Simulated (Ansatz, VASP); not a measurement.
## SnO2 in VASP and in Ansatz

```xyz
48
Lattice="-5.1753 5.1753 5.1753 5.1753 -5.1753 5.1753 5.1753 5.1753 -5.1753" Properties=species:S:1:pos:R:3 pbc="T T T"
Sn    0.0000    2.5876    2.5876
Sn    5.1753   -2.5876    2.5876
Sn    5.1753    2.5876   -2.5876
Sn    5.1753    2.5876    2.5876
Sn   -2.5876    2.5876    5.1753
Sn    2.5876   -2.5876    5.1753
Sn    2.5876    2.5876    0.0000
Sn    2.5876    2.5876    5.1753
Sn   -2.5876    5.1753    2.5876
Sn    2.5876    0.0000    2.5876
Sn    2.5876    5.1753   -2.5876
Sn    2.5876    5.1753    2.5876
Sn    0.0000    0.0000    0.0000
Sn    0.0000    0.0000    5.1753
Sn    0.0000    5.1753    0.0000
Sn    5.1753    0.0000    0.0000
O     1.7539    0.8337   -0.8337
O     1.7539    0.8337    4.3415
O     1.7539    6.0090   -0.8337
O     6.9292    0.8337   -0.8337
O     0.8337   -0.8337    1.7539
O     0.8337   -0.8337    6.9292
O     0.8337    4.3415    1.7539
O     6.0090   -0.8337    1.7539
O    -0.8337    1.7539    0.8337
O    -0.8337    1.7539    6.0090
O    -0.8337    6.9292    0.8337
O     4.3415    1.7539    0.8337
O    -1.7539    3.4214    3.4214
O     3.4214   -1.7539    3.4214
O     3.4214    3.4214   -1.7539
O     3.4214    3.4214    3.4214
O     1.7539    1.7539    1.7539
O     1.7539    1.7539    6.9292
O     1.7539    6.9292    1.7539
O     6.9292    1.7539    1.7539
O     0.8337    3.4214   -0.8337
O     0.8337    3.4214    4.3415
O     0.8337    8.5966   -0.8337
O     6.0090    3.4214   -0.8337
O    -0.8337    0.8337    3.4214
O    -0.8337    0.8337    8.5966
O    -0.8337    6.0090    3.4214
O     4.3415    0.8337    3.4214
O     3.4214   -0.8337    0.8337
O     3.4214   -0.8337    6.0090
O     3.4214    4.3415    0.8337
O     8.5966   -0.8337    0.8337
```

Alike in both runs: task single point; functional PBE; k mesh 2 × 2 × 2; occupations gaussian, width 0.05 eV; no spin polarisation.

|  | VASP | Ansatz |
| --- | --- | --- |
| version | VASP 6.6.1 | Ansatz 0.2.0 |
| potentials or method | VASP PAW PBE potentials, release 64 (Sn_d, O), cutoff 520 eV | scalar-relativistic, plane waves, PAW |
| valence electrons in the cell | 416 | 416 |

|  | VASP | Ansatz | Ansatz less VASP |
| --- | --- | --- | --- |
| gap on the k mesh at the Fermi level (eV) | 0.56 | 0.57 | +0.009 |

The k mesh is coarse, so the values compare programs but aren't converged.
